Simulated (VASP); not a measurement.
# CsI (Pm-3m) in VASP: further runs, part 2 of 3

VASP 6.6.1.

## (3) Single point, PBE

INCAR

```
  PREC = Accurate
  ENCUT = 500
  EDIFF = 1E-6
  ISMEAR = 0
  SIGMA = 0.01
  LREAL = F
  LASPH = T
  NELM = 120
  ALGO = Normal
  ISIF = 2
  LWAVE = F
  LCHARG = F
  GGA = PE
  NBANDS = 15
  GGA_COMPAT = F
```

KPOINTS

```
regular mesh
0
Gamma
  6 6 6
```

POSCAR

```
CsI
1.0
    4.6080836004      0.0000000000      0.0000000000
    0.0000000000      4.6080836004      0.0000000000
    0.0000000000      0.0000000000      4.6080836004
Cs I
1 1
Direct
    0.0000000000      0.0000000000      0.0000000000
    0.5000000000      0.5000000000      0.5000000000
```

Potentials or basis: VASP PAW PBE potentials, release 64 (Cs_sv, I).

The run is started by

```sh
cat potpaw_PBE.64/Cs_sv/POTCAR potpaw_PBE.64/I/POTCAR > POTCAR
mpirun -np 1 vasp_std > vasp.out
```

OUTCAR:

```text
PREC = Accurate
   ENCUT = 500
   EDIFF = 1E-6
   ISMEAR = 0
   LREAL = F
   LASPH = T
   NELM = 120
   ISIF = 2
   GGA = PE

 ion  position               nearest neighbor table
   1  0.000  0.000  0.000-
   2  0.500  0.500  0.500-

  LATTYP: Found a simple cubic cell.
 ALAT       =     4.6080836004

  Lattice vectors:

 A1 = (   4.6080836004,   0.0000000000,   0.0000000000)
 A2 = (   0.0000000000,   4.6080836004,   0.0000000000)
 A3 = (   0.0000000000,   0.0000000000,   4.6080836004)

Analysis of symmetry for initial positions (statically):
=====================================================================
 Subroutine PRICEL returns:
 Original cell was already a primitive cell.

 Routine SETGRP: Setting up the symmetry group for a
 simple cubic supercell.

 Subroutine GETGRP returns: Found 48 space group operations
 (whereof 48 operations were pure point group operations)
 out of a pool of 48 trial point group operations.

The static configuration has the point symmetry O_h .

Analysis of symmetry for dynamics (positions and initial velocities):
=====================================================================
 Subroutine PRICEL returns:
 Original cell was already a primitive cell.

 Routine SETGRP: Setting up the symmetry group for a
 simple cubic supercell.

 Subroutine GETGRP returns: Found 48 space group operations
 (whereof 48 operations were pure point group operations)
 out of a pool of 48 trial point group operations.

The dynamic configuration has the point symmetry O_h .

 Subroutine INISYM returns: Found 48 space group operations
 (whereof 48 operations are pure point group operations),
 and found     1 'primitive' translations

----------------------------------------------------------------------------------------

                                     Primitive cell

  volume of cell :      97.8500
[... 111 lines left out ...]
   AEXX    =    0.0000 exact exchange contribution
   IVDW    =     0    specifies the selected vdW correction
   LEPSILON=     F    determine dielectric tensor
   LRPA    =     F    only Hartree local field effects (RPA)
 non-spin polarized calculation
 Gauss-broadening in eV      SIGMA  =   0.01
  energy-cutoff  :      500.00
  volume of cell :       97.85
 maximum number of plane-waves:      2517
 NGX is ok and might be reduce to    36
   NGX = 17   NGY = 17   NGZ = 17

 number of electron      16.0000002 magnetization

 Free energy of the ion-electron system (eV)
  ---------------------------------------------------
  ext. energy  EPLUGINS =         0.00000000
  ---------------------------------------------------
  free energy    TOTEN  =        -5.43736322 eV

  energy without entropy =       -5.43736322  energy(sigma->0) =       -5.43736322

 E-fermi :   0.7689     XC(G=0):  -7.6532

 val. band max:        0.6550722058   @ k =   0.5000   0.5000   0.0000
 cond. band min:       4.4442256824   @ k =   0.0000   0.0000   0.0000
 fundamental gap:      3.7891534766
 Fermi energy:         0.7689415404

 k-point     1 :       0.0000    0.0000    0.0000
  band No.  band energies     occupation
      1     -19.7703      2.00000
      2      -9.9615      2.00000
      3      -6.4744      2.00000
      4      -6.4744      2.00000
      5      -6.4744      2.00000
      6       0.5625      2.00000
      7       0.5625      2.00000
      8       0.5625      2.00000
      9       4.4442      0.00000
     10       4.8750      0.00000
     11       4.8750      0.00000
     12       8.3573      0.00000
     13       8.3573      0.00000
     14       8.3573      0.00000
[... 329 lines left out ...]
      2      -9.7069      2.00000
      3      -6.7075      2.00000
      4      -6.7075      2.00000
      5      -6.7075      2.00000
      6      -0.5883      2.00000
      7      -0.5883      2.00000
      8      -0.5883      2.00000
      9       7.7442      0.00000
     10       7.7442      0.00000
     11       7.7442      0.00000
     12       8.3901      0.00000
     13       8.3901      0.00000
     14       8.3901      0.00000
     15      10.3083      0.00000

------------------------ aborting loop because EDIFF is reached ----------------------------------------

  FORCE on cell =-STRESS in cart. coord.  units (eV):
  Direction    XX          YY          ZZ          XY          YZ          ZX
  --------------------------------------------------------------------------------------
  -------------------------------------------------------------------------------------
  Total        0.2689600      0.2689600      0.2689600      0.0000000      0.0000000     -0.0000000
  in kB        4.4038970      4.4038970      4.4038970      0.0000000      0.0000000     -0.0000000
  external PRESSURE =       4.4038970 kB  Pullay stress =       0.0000000 kB

 VOLUME and BASIS-vectors are now :
 -----------------------------------------------------------------------------
  energy-cutoff  :      500.00
  volume of cell :       97.85
      direct lattice vectors                 reciprocal lattice vectors
     4.608083600  0.000000000  0.000000000     0.217009952  0.000000000  0.000000000
     0.000000000  4.608083600  0.000000000     0.000000000  0.217009952  0.000000000
     0.000000000  0.000000000  4.608083600     0.000000000  0.000000000  0.217009952

 POSITION                                       TOTAL-FORCE (eV/Angst)
 -----------------------------------------------------------------------------------
      0.00000      0.00000      0.00000         0.000000      0.000000      0.000000
      2.30404      2.30404      2.30404         0.000000      0.000000      0.000000
 -----------------------------------------------------------------------------------
    total drift:                               -0.000000      0.000000      0.000000

  FREE ENERGIE OF THE ION-ELECTRON SYSTEM (eV)
  ---------------------------------------------------
  free  energy   TOTEN  =        -5.4373632158 eV

  energy  without entropy=       -5.4373632158  energy(sigma->0) =       -5.43736322
```

stdout:

```text
POSCAR found type information on POSCAR CsI
 POSCAR found :  2 types and       2 ions
 scaLAPACK will be used
 LDA part: xc-table for (Slater+PW92), standard interpolation
 POSCAR, INCAR and KPOINTS ok, starting setup
 FFT: planning ... GRIDC
 FFT: planning ... GRID_SOFT
 FFT: planning ... GRID
 WAVECAR not read
 entering main loop
```

It took 38 s on 1 thread of Intel Xeon 8259CL, shared host; peak memory 0.21 GiB.

Results:

```
Free energy            : -5.4374 eV
Pressure               : 0.4 GPa
Band gap on the k mesh : 3.79 eV (least direct gap 3.88 eV)
```

Levels at points of the mesh, in eV from the valence-band top:
| k point | band 4 | band 5 | band 6 | band 7 | band 8 | band 9 | band 10 | band 11 | band 12 | band 13 |
| --- | --- | --- | --- | --- | --- | --- | --- | --- | --- | --- |
| (0.00, 0.00, 0.00) | -7.13 | -7.13 | -0.09 | -0.09 | -0.09 | 3.79 | 4.22 | 4.22 | 7.70 | 7.70 |
| (0.50, 0.00, 0.00) | -7.07 | -7.07 | -1.50 | -0.23 | -0.23 | 5.21 | 6.37 | 6.61 | 6.83 | 7.81 |
| (0.50, 0.50, 0.00) | -7.46 | -7.04 | -0.84 | -0.84 | 0.00 | 4.25 | 4.91 | 6.09 | 6.09 | 9.40 |
| (0.50, 0.50, 0.50) | -7.36 | -7.36 | -1.24 | -1.24 | -1.24 | 7.09 | 7.09 | 7.09 | 7.74 | 7.74 |

Caveat: spin-orbit coupling is left out, which moves the levels of the heavy elements.

## (4) Single point, r2SCAN (50.39 Å³/atom)

This run uses another cell than the first one, of 50.39 Å³/atom.

POSCAR

```
CsI
1.0
    4.6537111579      0.0000000000      0.0000000000
    0.0000000000      4.6537111579      0.0000000000
    0.0000000000      0.0000000000      4.6537111579
Cs I
1 1
Direct
    0.0000000000      0.0000000000      0.0000000000
    0.5000000000      0.5000000000      0.5000000000
```

INCAR.step1

```
  PREC = Accurate
  ENCUT = 550
  ISMEAR = 0
  SIGMA = 0.01
  LREAL = False
  LASPH = True
  NELM = 120
  NBANDS = 15
  GGA = PE
  ALGO = Normal
  EDIFF = 1E-5
  LWAVE = True
  LCHARG = False
  GGA_COMPAT = False
```

INCAR.step2

```
  PREC = Accurate
  ENCUT = 550
  EDIFF = 1E-6
  ISMEAR = 0
  SIGMA = 0.01
  LREAL = False
  LASPH = True
  NELM = 120
  ALGO = Normal
  ISIF = 2
  LWAVE = False
  LCHARG = False
  METAGGA = R2SCAN
  LMIXTAU = True
  NBANDS = 15
  ISTART = 1
  GGA_COMPAT = False
```

KPOINTS

```
Automatic mesh
0
Gamma
  4 4 4
```

Potentials or basis: VASP PAW PBE potentials, release 64 (Cs_sv, I).

The run is started by

```sh
cat potpaw_PBE.64/Cs_sv/POTCAR potpaw_PBE.64/I/POTCAR > POTCAR
cp INCAR.step1 INCAR
mpirun -np 1 vasp_std > vasp.out
cp INCAR.step2 INCAR
mpirun -np 1 vasp_std > vasp.out
```

OUTCAR:

```text
PREC = Accurate
   ENCUT = 550
   EDIFF = 1E-6
   ISMEAR = 0
   LREAL = False
   LASPH = True
   NELM = 120
   ISIF = 2
   METAGGA = R2SCAN
   ISTART = 1

 ion  position               nearest neighbor table
   1  0.000  0.000  0.000-
   2  0.500  0.500  0.500-

  LATTYP: Found a simple cubic cell.
 ALAT       =     4.6537111579

  Lattice vectors:

 A1 = (   4.6537111579,   0.0000000000,   0.0000000000)
 A2 = (   0.0000000000,   4.6537111579,   0.0000000000)
 A3 = (   0.0000000000,   0.0000000000,   4.6537111579)

Analysis of symmetry for initial positions (statically):
=====================================================================
 Subroutine PRICEL returns:
 Original cell was already a primitive cell.

 Routine SETGRP: Setting up the symmetry group for a
 simple cubic supercell.

 Subroutine GETGRP returns: Found 48 space group operations
 (whereof 48 operations were pure point group operations)
 out of a pool of 48 trial point group operations.

The static configuration has the point symmetry O_h .

Analysis of symmetry for dynamics (positions and initial velocities):
=====================================================================
 Subroutine PRICEL returns:
 Original cell was already a primitive cell.

 Routine SETGRP: Setting up the symmetry group for a
 simple cubic supercell.

 Subroutine GETGRP returns: Found 48 space group operations
 (whereof 48 operations were pure point group operations)
 out of a pool of 48 trial point group operations.

The dynamic configuration has the point symmetry O_h .

 Subroutine INISYM returns: Found 48 space group operations
 (whereof 48 operations are pure point group operations),
 and found     1 'primitive' translations

----------------------------------------------------------------------------------------

                                     Primitive cell

  volume of cell :     100.7856

  direct lattice vectors                    reciprocal lattice vectors
     4.653711158  0.000000000  0.000000000     0.214882266  0.000000000  0.000000000
     0.000000000  4.653711158  0.000000000     0.000000000  0.214882266  0.000000000
     0.000000000  0.000000000  4.653711158     0.000000000  0.000000000  0.214882266

  length of vectors
     4.653711158  4.653711158  4.653711158     0.214882266  0.214882266  0.214882266

  position of ions in fractional coordinates (direct lattice)
     0.000000000  0.000000000  0.000000000
     0.500000000  0.500000000  0.500000000

  ion indices of the primitive-cell ions
   primitive index   ion index
                 1           1
                 2           2

----------------------------------------------------------------------------------------

 KPOINTS: Automatic mesh

Automatic generation of k-mesh.
 Grid dimensions read from file:
 generate k-points for:    4    4    4

 Generating k-lattice:

  Cartesian coordinates                     Fractional coordinates (reciprocal lattice)
     0.053720567  0.000000000  0.000000000     0.250000000  0.000000000  0.000000000
[... 22 lines left out ...]
  0.250000  0.250000  0.250000      8.000000
  0.500000  0.250000  0.250000     12.000000
  0.500000  0.500000  0.250000      6.000000
  0.500000  0.500000  0.500000      1.000000
   k-points           NKPTS =     10   k-points in BZ     NKDIM =     10   number of bands    NBANDS=     15
   number of dos      NEDOS =    301   number of ions     NIONS =      2
   total plane-waves  NPLWV =  46656
   dimension x,y,z NGX =    36 NGY =   36 NGZ =   36
   dimension x,y,z NGXF=    72 NGYF=   72 NGZF=   72
   ions per type =               1   1
   NGX,Y,Z   is equivalent  to a cutoff of  12.86, 12.86, 12.86 a.u.
   NGXF,Y,Z  is equivalent  to a cutoff of  25.72, 25.72, 25.72 a.u.
 SYSTEM =  unknown system
   PREC   = accura    normal or accurate (medium, high low for compatibility)
   ISTART =      1    job   : 0-new  1-cont  2-samecut
   ICHARG =      0    charge: 1-file 2-atom 10-const
   ISPIN  =      1    spin polarized calculation?
   LNONCOLLINEAR =      F non collinear calculations
   LSORBIT =      F    spin-orbit coupling
   LASPH  =      T    aspherical Exc in radial PAW
   ENCUT  =  550.0 eV  40.42 Ry    6.36 a.u.   8.90  8.90  8.90*2*pi/ulx,y,z
   NELM   =    120;   NELMIN=  2; NELMDL=  0     # of ELM steps
   EDIFF  = 0.1E-05   stopping-criterion for ELM
   LREAL  =      F    real-space projection
   EDIFFG = 0.1E-04   stopping-criterion for IOM
   NSW    =      0    number of steps for IOM
   IBRION =     -1    ionic relax: 0-MD 1-quasi-New 2-CG
   NFREE  =      0    steps in history (QN), initial steepest desc. (CG)
   ISIF   =      2    stress and relaxation
   ISYM   =      2    0-nonsym 1-usesym 2-fastsym
   POTIM  = 0.5000    time-step for ionic-motion
   TEBEG  =    0.0;   TEEND  =   0.0 temperature during run
   PSTRESS=    0.0 pullay stress
   NELECT =      16.0000    total number of electrons
   NUPDOWN=      -1.0000    fix difference up-down
   EMIN   =  10.00;   EMAX   =-10.00  energy-range for DOS
   EFERMI =   0.00;   METHOD = LEGACY
   ISMEAR =     0;   SIGMA  =   0.01  broadening in eV -4-tet -1-fermi 0-gaus
   EFERMI_NEDOS =   21; number of points for ismear=-14 and -15
   IALGO  =     38    algorithm
   IMIX   =      4    mixing-type and parameters
     AMIX     =   0.40;   BMIX     =  1.00
     AMIX_MAG =   1.60;   BMIX_MAG =  1.00
  volume/ion in A,a.u.               =      50.39       340.07
  Fermi-wavevector in a.u.,A,eV,Ry     =   0.886439  1.675126 10.691100  0.785774
  Thomas-Fermi vector in A             =   2.007605
   LORBIT       =      0    0 simple, 1 ext, 2 COOP (PROOUT), +10 PAW based schemes
   METAGGA = R2SCAN    functional components
   LHFCALC =     F    Hartree Fock is set to
   AEXX    =    0.0000 exact exchange contribution
   IVDW    =     0    specifies the selected vdW correction
   LEPSILON=     F    determine dielectric tensor
   LRPA    =     F    only Hartree local field effects (RPA)
 non-spin polarized calculation
 Gauss-broadening in eV      SIGMA  =   0.01
  energy-cutoff  :      550.00
  volume of cell :      100.79
 maximum number of plane-waves:      3016
 NGX is ok and might be reduce to    36
   NGX = 17   NGY = 17   NGZ = 17

 number of electron      15.9999999 magnetization

 Free energy of the ion-electron system (eV)
  ---------------------------------------------------
  ext. energy  EPLUGINS =         0.00000000
  ---------------------------------------------------
  free energy    TOTEN  =       -53.12218152 eV

  energy without entropy =      -53.12218152  energy(sigma->0) =      -53.12218152

 E-fermi :   0.3292     XC(G=0):  -7.8695

 val. band max:        0.1854265583   @ k =   0.5000   0.5000   0.0000
 cond. band min:       4.5803787118   @ k =   0.0000   0.0000   0.0000
 fundamental gap:      4.3949521535
 Fermi energy:         0.3291781256

 k-point     1 :       0.0000    0.0000    0.0000
  band No.  band energies     occupation
      1     -20.8532      2.00000
      2     -10.6945      2.00000
      3      -7.1878      2.00000
      4      -7.1878      2.00000
      5      -7.1878      2.00000
      6       0.0898      2.00000
      7       0.0898      2.00000
      8       0.0898      2.00000
      9       4.5804      0.00000
     10       4.8751      0.00000
     11       4.8751      0.00000
     12       8.4662      0.00000
     13       8.4662      0.00000
     14       8.4662      0.00000
[... 149 lines left out ...]
      2     -10.4425      2.00000
      3      -7.4027      2.00000
      4      -7.4027      2.00000
      5      -7.4027      2.00000
      6      -0.9998      2.00000
      7      -0.9998      2.00000
      8      -0.9998      2.00000
      9       7.7438      0.00000
     10       7.7438      0.00000
     11       7.7438      0.00000
     12       8.4520      0.00000
     13       8.4520      0.00000
     14       8.4520      0.00000
     15      10.2958      0.00000

------------------------ aborting loop because EDIFF is reached ----------------------------------------

  FORCE on cell =-STRESS in cart. coord.  units (eV):
  Direction    XX          YY          ZZ          XY          YZ          ZX
  --------------------------------------------------------------------------------------
  -------------------------------------------------------------------------------------
  Total       -0.1745207     -0.1745207     -0.1745207     -0.0000000     -0.0000000     -0.0000000
  in kB       -2.7743369     -2.7743369     -2.7743369     -0.0000000     -0.0000000     -0.0000000
  external PRESSURE =      -2.7743369 kB  Pullay stress =       0.0000000 kB

 VOLUME and BASIS-vectors are now :
 -----------------------------------------------------------------------------
  energy-cutoff  :      550.00
  volume of cell :      100.79
      direct lattice vectors                 reciprocal lattice vectors
     4.653711158  0.000000000  0.000000000     0.214882266  0.000000000  0.000000000
     0.000000000  4.653711158  0.000000000     0.000000000  0.214882266  0.000000000
     0.000000000  0.000000000  4.653711158     0.000000000  0.000000000  0.214882266

 POSITION                                       TOTAL-FORCE (eV/Angst)
 -----------------------------------------------------------------------------------
      0.00000      0.00000      0.00000         0.000000      0.000000      0.000000
      2.32686      2.32686      2.32686         0.000000      0.000000      0.000000
 -----------------------------------------------------------------------------------
    total drift:                                0.000000      0.000000      0.000000

  FREE ENERGIE OF THE ION-ELECTRON SYSTEM (eV)
  ---------------------------------------------------
  free  energy   TOTEN  =       -53.1221815234 eV

  energy  without entropy=      -53.1221815234  energy(sigma->0) =      -53.12218152
```

Run time: 83 s. Hardware: 1 thread of Intel Xeon 8259CL, shared host; peak memory 0.22 GiB.

Results:

| Quantity | Value |
| --- | --- |
| Free energy | -53.1222 eV |
| Pressure | -0.3 GPa |
| Band gap on the k mesh | 4.39 eV (least direct gap 4.49 eV) |

Caveat: the PAW data sets were made with another functional, which shifts forces and pressure a little; spin-orbit coupling is left out, which moves the levels of the heavy elements. A k mesh can miss the band edges.

[end of part 2 of 3]
